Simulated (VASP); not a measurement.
Write the native input for VASP 6.6.1 that does the following.

| Item | Value |
| --- | --- |
| Task | electric field gradients |
| Functional | PBE |
| Potentials or basis | VASP PAW PBE potentials, release 64 (Be) |
| Cutoff | 520 eV |
| k mesh | 9 × 9 × 14 |
| Occupations | fermi-dirac, width 0.05 eV |
| Spin | no spin polarisation |
| Dipole correction | no |
| Further INCAR settings | ALGO = Normal; EDIFF = 1e-08; NBANDS = 12 |

The structure of Be lies in POSCAR:

```
Be
1.0
    3.7216668396      0.0000000000      0.0000000000
    0.0000000000      3.7216668396      0.0000000000
    0.0000000000      0.0000000000      2.2659689346
Be
4
Direct
    0.2974080000      0.2974080000      0.0000000000
    0.7025920000      0.7025920000      0.0000000000
    0.2025920000      0.7974080000      0.5000000000
    0.7974080000      0.2025920000      0.5000000000
```

This cell differs from its parent crystal: volume scaled by 0.98.

One way to write it, as run:

INCAR

```
SYSTEM = Be
PREC = Accurate ; ENCUT = 520
EDIFF = 1E-8 ; ISMEAR = -1
SIGMA = 0.05 ; LREAL = .False.
LASPH = .True. ; NELM = 100
ALGO = Normal ; ISIF = 2
LWAVE = .False. ; LCHARG = .False.
GGA = PE ; LEFG = .True.
NBANDS = 12
```

KPOINTS

```
regular mesh
0
Gamma
  9 9 14
  0 0 0
```

Potentials or basis: VASP PAW PBE potentials, release 64 (Be).

Command:

```bash
$ cat potpaw_PBE.64/Be/POTCAR > POTCAR
$ mpirun -np 1 vasp_std > vasp.out
```

Results of the run:

```json
{
 "Pressure": "2.6 GPa",
 "Largest force": "0.008 eV/Å",
 "Band gap on the k mesh": "zero (band 4 reaches 7.99 eV, above the bottom of band 5 at 5.96 eV)"
}
```

Caveat: without QUAD_EFG the Cq values of the log hold for a quadrupole moment of 1 mb, not for the nuclei.

Wall time 29 s on 1 thread of Intel(R) Xeon(R) Platinum 8259CL CPU @ 2.50GHz (Skylake/Cascade Lake) (shared host), peak memory 0.15 GiB.
